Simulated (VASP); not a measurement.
Write the native input for VASP 6.6.1 that does the following.

* Task: relaxation of cell and atoms
* Functional: PBEsol
* Potentials or basis: VASP PAW PBE potentials, release 64 (Te)
* Cutoff: 600 eV
* k mesh: 7 × 7 × 5
* Occupations: fermi-dirac, width 0.05 eV
* Spin: no spin polarisation
* Dipole correction: no
* Further INCAR settings: ALGO = Normal; EDIFF = 1e-07; IBRION = 2; EDIFFG = -0.01; NSW = 60; ISIF = 3

The structure of Te lies in POSCAR:

```
Te
1.0
    4.4540000000      0.0000000000      0.0000000000
   -2.2270000000      3.8572771485      0.0000000000
    0.0000000000      0.0000000000      5.9240000000
Te
3
Direct
    0.7310000000      0.7310000000      0.0000000000
    0.0000000000      0.2690000000      0.6666666667
    0.2690000000      0.0000000000      0.3333333333
```

The input as run:

INCAR

```
SYSTEM = Te
  PREC = Accurate
  ENCUT = 600
  EDIFF = 1E-7
  ISMEAR = -1
  SIGMA = 0.05
  LREAL = .FALSE.
  LASPH = .TRUE.
  NELM = 80
  ALGO = Normal
  ISIF = 3
  LWAVE = .FALSE.
  LCHARG = .FALSE.
  GGA = PS
  IBRION = 2
  NSW = 60
  EDIFFG = -0.01
```

KPOINTS

```
regular mesh
0
G
  7 7 5
  0 0 0
```

Potentials or basis: VASP PAW PBE potentials, release 64 (Te).

The run is started by

```console
$ cat potpaw_PBE.64/Te/POTCAR > POTCAR
$ mpirun -np 1 vasp_std > vasp.out
```

Results of the run:

* Relaxed volume: 32.10 Å³/atom
* Relaxed cell: a = 4.323 Å, b = 4.323 Å, c = 5.951 Å, α = 90.00°, β = 90.00°, γ = 120.00°
* Space group after relaxing (to 0.05 Å): P3_121 (No. 152)
* Energy gained by relaxing: 10.7 meV/atom
* Ionic steps: 10
* Pressure after relaxing: 0.0 GPa
* Largest force after relaxing: 0.006 eV/Å
* Band gap on the k mesh: 0.45 eV, indirect (least direct gap 0.61 eV)

Caveat: the PAW data sets were made with another functional, which shifts forces and pressure a little; spin-orbit coupling is left out, which moves the levels of the heavy elements.

It took 3.2 min on 1 thread of Intel(R) Xeon(R) Platinum 8488C (Sapphire Rapids), with other jobs on the host, peak memory 0.27 GiB.
